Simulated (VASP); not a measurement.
# BN: single point with PBEsol

Crystal: BN.

```
CELL_PARAMETERS angstrom
0.00000 1.81300 1.81300
1.81300 0.00000 1.81300
1.81300 1.81300 0.00000
ATOMIC_POSITIONS crystal
B 0.00000 0.00000 0.00000
N 0.70223 0.76592 0.76592
```

This cell differs from its parent crystal: all N atoms moved +0.100 Å, as atom 2 towards its neighbour atom 1 (B) at 1.570 Å.

```yaml
Program: VASP 6.6.1
Task: single point
Functional: PBEsol
Potentials_or_basis: VASP PAW PBE potentials, release 64 (B, N)
Cutoff: 520 eV
k_mesh: 12 × 12 × 12
Occupations: gaussian, width 0.05 eV
Spin: no spin polarisation
```

The pressure is -2.4 GPa, the largest force is 2.929 eV/Å and the band gap on the k mesh is 3.68 eV, indirect (least direct gap 7.81 eV).

Forces in eV/Å, atoms in the order of the input:
```
B    1.691 -1.691 -1.691
N   -1.691  1.691  1.691
```

Stress tensor (GPa, compression positive):
```
-2.41 -3.66 -3.66
-3.66 -2.41  3.66
-3.66  3.66 -2.41
```

Levels at points of the mesh, in eV from the valence-band top:
```csv
k point,band 1,band 2,band 3,band 4,band 5,band 6,band 7,band 8
"(0.00, 0.00, 0.00)",-20.65,-1.61,0.00,0.00,7.81,7.81,9.00,9.87
"(0.50, 0.00, 0.00)",-16.49,-11.44,-2.26,-2.26,9.52,10.42,10.42,14.93
"(0.00, 0.50, 0.00)",-16.44,-11.11,-3.19,-1.76,8.69,9.14,11.62,14.26
"(0.50, 0.50, 0.00)",-15.10,-9.44,-5.56,-5.16,3.68,8.39,16.81,18.07
```

It took 18 s on 1 thread of Intel(R) Xeon(R) Platinum 8259CL CPU @ 2.50GHz (Skylake/Cascade Lake) (shared host), peak memory 0.13 GiB.

Caveat: the cell differs from its parent crystal (all N atoms moved +0.100 Å, as atom 2 towards its neighbour atom 1 (B) at 1.570 Å); the PAW data sets were made with another functional, which shifts forces and pressure a little. A k mesh can miss the band edges.
